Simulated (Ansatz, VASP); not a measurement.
**Ag: VASP beside Ansatz**

```
Ag
1.0
     2.85448    0.00000    0.00000
    -1.42724    2.47205    0.00000
     0.00000    0.00000    9.43918
Ag
4
Direct
  0.33333 0.66667 0.25000
  0.66667 0.33333 0.75000
  0.00000 0.00000 0.00000
  0.00000 0.00000 0.50000
```

Alike in both runs: task single point; functional PBEsol; k mesh 17 × 17 × 5; occupations fermi-dirac, width 0.1 eV; no spin polarisation.

|  | VASP | Ansatz |
| --- | --- | --- |
| version | VASP 6.6.1 | Ansatz 0.2.0 |
| potentials or method | VASP PAW PBE potentials, release 64 (Ag), cutoff 520 eV | plane waves (420 eV) with PAW, scalar-relativistic |
| valence electrons in the cell | 44 | 76 |

|  | VASP | Ansatz | Ansatz less VASP |
| --- | --- | --- | --- |
| pressure (GPa) | -0.1 | 0.1 | +0.23 |
| traceless stress, the component that is largest in VASP (GPa) | -0.35 | -0.35 | -0.001 |

VASP's potentials were made for PBE, not for PBEsol, and Ansatz warns of the same on its side. With one functional, cell and mesh, what is left measures potentials, basis and numerics. VASP's potentials hold 44 valence electrons a cell and Ansatz's 76, so a difference there can come from the potentials and not from the codes.
